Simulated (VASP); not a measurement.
# Ta2N (P-31m) in VASP: further runs

The runs below take Ta2N through single point, with LDA.

All numbers are computed with VASP 6.6.1; they aren't measurements. Logs are shortened: lines on timing, memory, paths and dates and some standing lists are left out, and cuts for length are marked.

### 1 The cell of the first run

Symmetry: P-31m, No. 162, trigonal system. Conventional cell: a = 5.195 Å, b = 5.195 Å, c = 4.948 Å, α = 90.00°, β = 90.00°, γ = 120.00°. Within 2.7 Å of Ta (site symmetry m) lie 3 N at 2.07 to 2.16 Å. Within 2.9 Å of N (site symmetry 32) lie 6 Ta at 2.16 Å. Within 2.7 Å of N (site symmetry -3m) lie 6 Ta at 2.07 Å.

### 2 Single point, LDA (c/a of the conventional cell at fixed volume 0.9526)

INCAR reads:

```
PREC = Accurate ; ENCUT = 520
EDIFF = 1E-6 ; ISMEAR = 0
SIGMA = 0.15 ; LREAL = F
LASPH = T ; NELM = 100
ALGO = Normal ; ISIF = 2
LWAVE = F ; LCHARG = T
GGA = CA ; LELF = T
LVHAR = T ; NBANDS = 50
```

KPOINTS reads:

```
Automatic mesh
0
Gamma
  9 9 8
```

POSCAR reads:

```
Ta2N
1.0
    5.1945250684      0.0000000000      0.0000000000
   -2.5972625342      4.4985906699      0.0000000000
    0.0000000000      0.0000000000      4.9483045802
Ta N
6 3
Direct
    0.6788818548      0.6788818548      0.7526041962
    0.0000000000      0.3211181452      0.7526041962
    0.3211181452      0.0000000000      0.7526041962
    0.3211181452      0.3211181452      0.2473958038
    0.0000000000      0.6788818548      0.2473958038
    0.6788818548      0.0000000000      0.2473958038
    0.6666666667      0.3333333333      0.5000000000
    0.3333333333      0.6666666667      0.5000000000
    0.0000000000      0.0000000000      0.0000000000
```

Potentials or basis: VASP PAW LDA potentials, release 64 (Ta_pv, N).

The run is started by

```
$ cat potpaw_LDA.64/Ta_pv/POTCAR potpaw_LDA.64/N/POTCAR > POTCAR
$ mpirun -np 1 vasp_std > vasp.out
```

OUTCAR:

```text
PREC = Accurate
   ENCUT = 520
   EDIFF = 1E-6
   ISMEAR = 0
   LREAL = F
   LASPH = T
   NELM = 100
   ISIF = 2
   GGA = CA

 ion  position               nearest neighbor table
   1  0.679  0.679  0.753-   9 2.07   8 2.16   7 2.16   3 2.89   2 2.89   5 2.96   6 2.96   5 3.01
                             6 3.01   3 3.06   2 3.06   2 3.06   3 3.06   4 3.07   4 3.12
   2  0.000  0.321  0.753-   9 2.07   7 2.16   8 2.16   3 2.89   1 2.89   4 2.96   6 2.96   4 3.01
                             6 3.01   3 3.06   1 3.06   1 3.06   3 3.06   5 3.07   5 3.12
   3  0.321  0.000  0.753-   9 2.07   8 2.16   7 2.16   2 2.89   1 2.89   4 2.96   5 2.96   5 3.01
                             4 3.01   1 3.06   2 3.06   2 3.06   1 3.06   6 3.07   6 3.12
   4  0.321  0.321  0.247-   9 2.07   7 2.16   8 2.16   6 2.89   5 2.89   2 2.96   3 2.96   2 3.01
                             3 3.01   6 3.06   5 3.06   5 3.06   6 3.06   1 3.07   1 3.12
   5  0.000  0.679  0.247-   9 2.07   8 2.16   7 2.16   6 2.89   4 2.89   1 2.96   3 2.96   1 3.01
                             3 3.01   6 3.06   4 3.06   4 3.06   6 3.06   2 3.07   2 3.12
   6  0.679  0.000  0.247-   9 2.07   7 2.16   8 2.16   5 2.89   4 2.89   1 2.96   2 2.96   1 3.01
                             2 3.01   4 3.06   5 3.06   4 3.06   5 3.06   3 3.07   3 3.12
   7  0.667  0.333  0.500-   2 2.16   6 2.16   3 2.16   5 2.16   4 2.16   1 2.16
   8  0.333  0.667  0.500-   5 2.16   3 2.16   6 2.16   2 2.16   1 2.16   4 2.16
   9  0.000  0.000  0.000-   3 2.07   6 2.07   1 2.07   4 2.07   5 2.07   2 2.07

  LATTYP: Found a hexagonal cell.
 ALAT       =     5.1945250684
 C/A-ratio  =     0.9526000000

  Lattice vectors:

 A1 = (   5.1945250684,   0.0000000000,   0.0000000000)
 A2 = (  -2.5972625342,   4.4985906699,   0.0000000000)
 A3 = (   0.0000000000,   0.0000000000,   4.9483045802)

Analysis of symmetry for initial positions (statically):
=====================================================================
 Subroutine PRICEL returns:
 Original cell was already a primitive cell.

 Routine SETGRP: Setting up the symmetry group for a
 hexagonal supercell.

 Subroutine GETGRP returns: Found 12 space group operations
 (whereof 12 operations were pure point group operations)
 out of a pool of 24 trial point group operations.

The static configuration has the point symmetry D_3d.

Analysis of symmetry for dynamics (positions and initial velocities):
=====================================================================
 Subroutine PRICEL returns:
 Original cell was already a primitive cell.

 Routine SETGRP: Setting up the symmetry group for a
 hexagonal supercell.

 Subroutine GETGRP returns: Found 12 space group operations
 (whereof 12 operations were pure point group operations)
 out of a pool of 24 trial point group operations.

The dynamic configuration has the point symmetry D_3d.

 Subroutine INISYM returns: Found 12 space group operations
 (whereof 12 operations are pure point group operations),
 and found     1 'primitive' translations

----------------------------------------------------------------------------------------

                                     Primitive cell

  volume of cell :     115.6322

  direct lattice vectors                    reciprocal lattice vectors
     5.194525068  0.000000000  0.000000000     0.192510381  0.111145920  0.000000000
    -2.597262534  4.498590670  0.000000000     0.000000000  0.222291841  0.000000000
     0.000000000  0.000000000  4.948304580     0.000000000  0.000000000  0.202089419

  length of vectors
     5.194525068  5.194525068  4.948304580     0.222291841  0.222291841  0.202089419

  position of ions in fractional coordinates (direct lattice)
     0.678881855  0.678881855  0.752604196
     0.000000000  0.321118145  0.752604196
     0.321118145  0.000000000  0.752604196
     0.321118145  0.321118145  0.247395804
     0.000000000  0.678881855  0.247395804
     0.678881855  0.000000000  0.247395804
     0.666666667  0.333333333  0.500000000
     0.333333333  0.666666667  0.500000000
     0.000000000  0.000000000  0.000000000

  ion indices of the primitive-cell ions
   primitive index   ion index
                 1           1
                 2           2
                 3           3
                 4           4
                 5           5
                 6           6
                 7           7
                 8           8
                 9           9

----------------------------------------------------------------------------------------

 KPOINTS: Automatic mesh

Automatic generation of k-mesh.
 Grid dimensions read from file:
 generate k-points for:    9    9    8

 Generating k-lattice:

  Cartesian coordinates                     Fractional coordinates (reciprocal lattice)
     0.021390042  0.012349547  0.000000000     0.111111111  0.000000000  0.000000000
     0.000000000  0.024699093  0.000000000     0.000000000  0.111111111  0.000000000
     0.000000000  0.000000000  0.025261177     0.000000000  0.000000000  0.125000000

  Length of vectors
     0.024699093  0.024699093  0.025261177

  Shift w.r.t. Gamma in fractional coordinates (k-lattice)
     0.000000000  0.000000000  0.000000000

 Subroutine IBZKPT returns following result:
 ===========================================

 Found     81 irreducible k-points:

 Following reciprocal coordinates:
            Coordinates               Weight
  0.000000  0.000000  0.000000      1.000000
  0.111111 -0.000000  0.000000      6.000000
  0.222222  0.000000  0.000000      6.000000
  0.333333  0.000000  0.000000      6.000000
  0.444444  0.000000  0.000000      6.000000
  0.111111  0.111111  0.000000      6.000000
[... 16 lines left out ...]
 -0.111111  0.444444  0.125000     12.000000
  0.444444  0.111111  0.125000      6.000000
 [... further k-points ...]
   k-points           NKPTS =     81   k-points in BZ     NKDIM =     81   number of bands    NBANDS=     50
   number of dos      NEDOS =    301   number of ions     NIONS =      9
   total plane-waves  NPLWV =  64000
   dimension x,y,z NGX =    40 NGY =   40 NGZ =   40
   dimension x,y,z NGXF=    80 NGYF=   80 NGZF=   80
   ions per type =               6   3
   NGX,Y,Z   is equivalent  to a cutoff of  12.80, 12.80, 13.44 a.u.
   NGXF,Y,Z  is equivalent  to a cutoff of  25.60, 25.60, 26.88 a.u.
 SYSTEM =  unknown system
   PREC   = accura    normal or accurate (medium, high low for compatibility)
   ISTART =      0    job   : 0-new  1-cont  2-samecut
   ICHARG =      2    charge: 1-file 2-atom 10-const
   ISPIN  =      1    spin polarized calculation?
   LNONCOLLINEAR =      F non collinear calculations
   LSORBIT =      F    spin-orbit coupling
   LASPH  =      T    aspherical Exc in radial PAW
   ENCUT  =  520.0 eV  38.22 Ry    6.18 a.u.   9.66  9.66  9.20*2*pi/ulx,y,z
   NELM   =    100;   NELMIN=  2; NELMDL= -5     # of ELM steps
   EDIFF  = 0.1E-05   stopping-criterion for ELM
   LREAL  =      F    real-space projection
   EDIFFG = 0.1E-04   stopping-criterion for IOM
   NSW    =      0    number of steps for IOM
   IBRION =     -1    ionic relax: 0-MD 1-quasi-New 2-CG
   NFREE  =      0    steps in history (QN), initial steepest desc. (CG)
   ISIF   =      2    stress and relaxation
   ISYM   =      2    0-nonsym 1-usesym 2-fastsym
   POTIM  = 0.5000    time-step for ionic-motion
   TEBEG  =    0.0;   TEEND  =   0.0 temperature during run
   PSTRESS=    0.0 pullay stress
   NELECT =      81.0000    total number of electrons
   NUPDOWN=      -1.0000    fix difference up-down
   EMIN   =  10.00;   EMAX   =-10.00  energy-range for DOS
   EFERMI =   0.00;   METHOD = LEGACY
   ISMEAR =     0;   SIGMA  =   0.15  broadening in eV -4-tet -1-fermi 0-gaus
   EFERMI_NEDOS =   21; number of points for ismear=-14 and -15
   IALGO  =     38    algorithm
   IMIX   =      4    mixing-type and parameters
     AMIX     =   0.40;   BMIX     =  1.00
     AMIX_MAG =   1.60;   BMIX_MAG =  1.00
  volume/ion in A,a.u.               =      12.85        86.70
  Fermi-wavevector in a.u.,A,eV,Ry     =   1.453930  2.747530 28.761537  2.113913
  Thomas-Fermi vector in A             =   2.571140
   LORBIT       =      0    0 simple, 1 ext, 2 COOP (PROOUT), +10 PAW based schemes
   GGA     = CA    functional components
   LHFCALC =     F    Hartree Fock is set to
   AEXX    =    0.0000 exact exchange contribution
   IVDW    =     0    specifies the selected vdW correction
   LEPSILON=     F    determine dielectric tensor
   LRPA    =     F    only Hartree local field effects (RPA)
 non-spin polarized calculation
 Gauss-broadening in eV      SIGMA  =   0.15
  energy-cutoff  :      520.00
  volume of cell :      115.63
 maximum number of plane-waves:      3132
 NGX is ok and might be reduce to    40
   NGX = 19   NGY = 19   NGZ = 19

 number of electron      81.0000003 magnetization

 Free energy of the ion-electron system (eV)
  ---------------------------------------------------
  ext. energy  EPLUGINS =         0.00000000
  ---------------------------------------------------
  free energy    TOTEN  =      -113.72454017 eV

  energy without entropy =     -113.68603553  energy(sigma->0) =     -113.70528785

 E-fermi :   7.5997     XC(G=0): -13.3418

 val. band max:        7.5850041612   @ k =   0.4444   0.1111   0.3750
 cond. band min:       7.6073270082   @ k =   0.2222   0.1111   0.0000
 fundamental gap:      0.0223228470
 Fermi energy:         7.5997144121

 k-point     1 :       0.0000    0.0000    0.0000
  band No.  band energies     occupation
      1     -27.9752      2.00000
      2     -27.3089      2.00000
      3     -27.2970      2.00000
      4     -27.2970      2.00000
      5     -27.2659      2.00000
      6     -27.2500      2.00000
[... 42 lines left out ...]
     49      10.9535      0.00000
     50      10.9801      0.00000

 k-point     2 :       0.1111   -0.0000    0.0000
  band No.  band energies     occupation
      1     -27.9624      2.00000
      2     -27.3704      2.00000
      3     -27.3359      2.00000
      4     -27.3247      2.00000
      5     -27.3074      2.00000
      6     -27.2212      2.00000
[... 1158 lines left out ...]
 k-point    24 :       0.4444    0.1111    0.1250
  band No.  band energies     occupation
      1     -27.8372      2.00000
      2     -27.4514      2.00000
      3     -27.4415      2.00000
      4     -27.3520      2.00000
      5     -27.3195      2.00000
      6     -27.1649      2.00000
[... 42 lines left out ...]
     49      10.8369      0.00000
     50      11.0776      0.00000

 [... further k-points ...]
[... 5 lines left out ...]
  --------------------------------------------------------------------------------------
  -------------------------------------------------------------------------------------
  Total        4.0301548      4.0301548     -1.0453782      0.0000000      0.0000000     -0.0000000
  in kB       55.8410486     55.8410486    -14.4845593      0.0000000      0.0000000     -0.0000000
  external PRESSURE =      32.3991793 kB  Pullay stress =       0.0000000 kB

 VOLUME and BASIS-vectors are now :
 -----------------------------------------------------------------------------
  energy-cutoff  :      520.00
  volume of cell :      115.63
      direct lattice vectors                 reciprocal lattice vectors
     5.194525068  0.000000000  0.000000000     0.192510381  0.111145920  0.000000000
    -2.597262534  4.498590670  0.000000000     0.000000000  0.222291841  0.000000000
     0.000000000  0.000000000  4.948304580     0.000000000  0.000000000  0.202089419

 POSITION                                       TOTAL-FORCE (eV/Angst)
 -----------------------------------------------------------------------------------
      1.76323      3.05401      3.72411        -0.935846     -1.620932     -0.644953
     -0.83403      1.44458      3.72411        -0.935846      1.620932     -0.644953
      1.66806      0.00000      3.72411         1.871691      0.000000     -0.644953
      0.83403      1.44458      1.22419         0.935846      1.620932      0.644953
     -1.76323      3.05401      1.22419         0.935846     -1.620932      0.644953
      3.52647      0.00000      1.22419        -1.871691     -0.000000      0.644953
      2.59726      1.49953      2.47415         0.000000     -0.000000      0.000000
     -0.00000      2.99906      2.47415         0.000000     -0.000000      0.000000
      0.00000      0.00000      0.00000         0.000000      0.000000      0.000000
 -----------------------------------------------------------------------------------
    total drift:                                0.000000      0.000000      0.000000

  FREE ENERGIE OF THE ION-ELECTRON SYSTEM (eV)
  ---------------------------------------------------
  free  energy   TOTEN  =      -113.7245401717 eV

  energy  without entropy=     -113.6860355341  energy(sigma->0) =     -113.70528785
```

Wall time 4.5 min (1 thread of Intel Xeon Platinum 8559C (Emerald Rapids), shared host); peak memory 0.43 GiB.

What came out:

| Quantity | Value |
| --- | --- |
| Free energy | -113.7245 eV |
| Pressure | 3.2 GPa |
| Largest force | 1.980 eV/Å |

Forces on the atoms (eV/Å):
```
Ta  -0.936 -1.621 -0.645
Ta  -0.936  1.621 -0.645
Ta   1.872  0.000 -0.645
Ta   0.936  1.621  0.645
Ta   0.936 -1.621  0.645
Ta  -1.872  0.000  0.645
N    0.000  0.000  0.000
N    0.000  0.000  0.000
N    0.000  0.000  0.000
```

Levels at points of the mesh, in eV from the Fermi level:
```
           k point  band 38  band 39  band 40  band 41  band 42  band 43  band 44  band 45
(0.00, 0.00, 0.00)    -1.03    -0.48    -0.28    -0.28    -0.02    -0.02     1.01     1.01
(0.00, 0.00, 0.50)    -1.52    -1.31    -1.31    -1.25     0.48     0.48     1.07     2.14
```

Caveat: spin-orbit coupling is left out, which moves the levels of the heavy elements; forces of over 1 eV/Å act on the atoms, so gaps and moduli don't describe the material at rest.

### 3 Single point, LDA (c/a of the conventional cell at fixed volume 0.9153)

INCAR reads:

```
SYSTEM = Ta2N
PREC = Accurate
ENCUT = 520
EDIFF = 1E-6
ISMEAR = 0
SIGMA = 0.15
LREAL = .False.
LASPH = .True.
NELM = 100
ALGO = Normal
ISIF = 2
LWAVE = .False.
LCHARG = .False.
GGA = CA
NBANDS = 50
```

KPOINTS reads:

```
regular mesh
0
Gamma
  9 9 8
  0 0 0
```

POSCAR reads:

```
Ta2N
1.0
    5.2641495424      0.0000000000      0.0000000000
   -2.6320747712      4.5588872330      0.0000000000
    0.0000000000      0.0000000000      4.8182760762
Ta N
6 3
Direct
    0.7027876405      0.7027876405      0.7526041962
    0.0000000000      0.2972123595      0.7526041962
    0.2972123595      0.0000000000      0.7526041962
    0.2972123595      0.2972123595      0.2473958038
    0.0000000000      0.7027876405      0.2473958038
    0.7027876405      0.0000000000      0.2473958038
    0.6666666667      0.3333333333      0.5000000000
    0.3333333333      0.6666666667      0.5000000000
    0.0000000000      0.0000000000      0.0000000000
```

Potentials or basis: VASP PAW LDA potentials, release 64 (Ta_pv, N).

The run is started by

```
$ cat potpaw_LDA.64/Ta_pv/POTCAR potpaw_LDA.64/N/POTCAR > POTCAR
$ mpirun -np 1 vasp_std > vasp.out
```

It took 4.1 min on 1 thread of Intel Xeon Platinum 8559C (Emerald Rapids), shared host; peak memory 0.43 GiB.

The run converged. Its results:

| Item | Value |
| --- | --- |
| Free energy | -110.8050 eV |
| Pressure | 16.2 GPa |
| Largest force | 6.768 eV/Å |

Forces in eV/Å, atoms in the order of the input:
```
Ta  -3.143 -5.445 -2.506
Ta  -3.143  5.445 -2.506
Ta   6.287  0.000 -2.506
Ta   3.143  5.445  2.506
Ta   3.143 -5.445  2.506
Ta  -6.287  0.000  2.506
N    0.000  0.000  0.000
N    0.000  0.000  0.000
N    0.000  0.000  0.000
```

Stress tensor (GPa, compression positive):
```
16.10  0.00  0.00
 0.00 16.10  0.00
 0.00  0.00 16.51
```

Levels at points of the mesh, in eV from the Fermi level:
| k point | band 38 | band 39 | band 40 | band 41 | band 42 | band 43 | band 44 | band 45 |
| --- | --- | --- | --- | --- | --- | --- | --- | --- |
| (0.00, 0.00, 0.00) | -0.66 | -0.11 | -0.08 | -0.08 | 0.14 | 0.14 | 1.08 | 1.08 |
| (0.00, 0.00, 0.50) | -1.25 | -1.24 | -1.24 | -1.09 | -0.01 | -0.01 | 1.92 | 1.92 |

Caveat: spin-orbit coupling is left out, which moves the levels of the heavy elements; forces of over 1 eV/Å act on the atoms, so gaps and moduli don't describe the material at rest.

(Part 1 of 2 ends here.)
